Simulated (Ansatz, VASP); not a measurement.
**ZnS in VASP and in Ansatz**

POSCAR

```
ZnS
1.0
   -0.0134704292      2.6940858334      2.6940858334
    2.6940858334     -0.0134704292      2.6940858334
    2.6940858334      2.6940858334     -0.0134704292
Zn S
1 1
Direct
   -0.0004348165     -0.0004348165     -0.0004348165
    0.2504348165      0.2504348165      0.2504348165
```

The input INCAR.step1:

```
  PREC = Accurate
  ENCUT = 520
  ISMEAR = 0
  SIGMA = 0.01
  LREAL = F
  LASPH = T
  NELM = 60
  NBANDS = 16
  GGA = PE
  ALGO = Normal
  EDIFF = 1E-4
  LWAVE = T
  LCHARG = F
```

INCAR.step2

```
  PREC = Accurate
  ENCUT = 520
  EDIFF = 1E-7
  ISMEAR = 0
  SIGMA = 0.01
  LREAL = F
  LASPH = T
  NELM = 60
  ALGO = Normal
  ISIF = 2
  LWAVE = F
  LCHARG = T
  METAGGA = R2SCAN
  LMIXTAU = T
  LELF = T
  LVHAR = T
  NBANDS = 16
  ISTART = 1
```

Contents of KPOINTS:

```
regular mesh
0
Gamma
  8 8 8
```

Input for Ansatz:

```yaml
crystal:
  lattice:
    - [-0.0134704292, 2.6940858334, 2.6940858334]
    - [2.6940858334, -0.0134704292, 2.6940858334]
    - [2.6940858334, 2.6940858334, -0.0134704292]
  atoms:
    - { symbol: Zn, position: [-0.0004348165, -0.0004348165, -0.0004348165] }
    - { symbol: S, position: [0.2504348165, 0.2504348165, 0.2504348165] }
kpoints:
  mp_grid: { grid: [8, 8, 8] }
  band_path:
    path:
      - [0.0, 0.0, 0.0]
      - [-0.5, -0.5, 0.0]
      - [-0.375, -0.375, 0.25]
      - [-0.375, 0.0, 0.375]
      - [0.0, 0.0, 0.5]
      - [-0.5, -0.25, 0.25]
    npoints: 1
hamiltonian:
  xc: r2scan
scf:
  occupations: { method: fixed }
  n_extra_bands: 4
output:
  forces: true
  stress: true
  eigenvalues: true
  write_density: true
  write_potential: true
  elf: true
  volumetric_format: npy
```

Change from the starting cell: epitaxial_111 strain +0.5%.

Alike in both runs: task single point; functional r2SCAN; k mesh 8 × 8 × 8; no spin polarisation.

|  | VASP | Ansatz |
| --- | --- | --- |
| version | VASP 6.6.1 | Ansatz 0.2.0 |
| potentials or method | VASP PAW PBE potentials, release 64 (Zn, S) | plane waves, PAW |
| plane-wave cutoff (eV) | 520 | 500 |
| occupations | gaussian, width 0.01 eV | fixed |
| valence electrons in the cell | 18 | 18 |

Ansatz gave:

- gap on the k mesh at the Fermi level (eV): 2.64
- pressure (GPa): -0.5
- traceless stress, the component that is largest in VASP (GPa): 0.25

**Question.** Which values does VASP return?

**Answer.** gap on the k mesh at the Fermi level (eV): 2.65; pressure (GPa): -0.5; traceless stress, the component that is largest in VASP (GPa): 0.25.

VASP's potentials were made for PBE, not for r2SCAN.
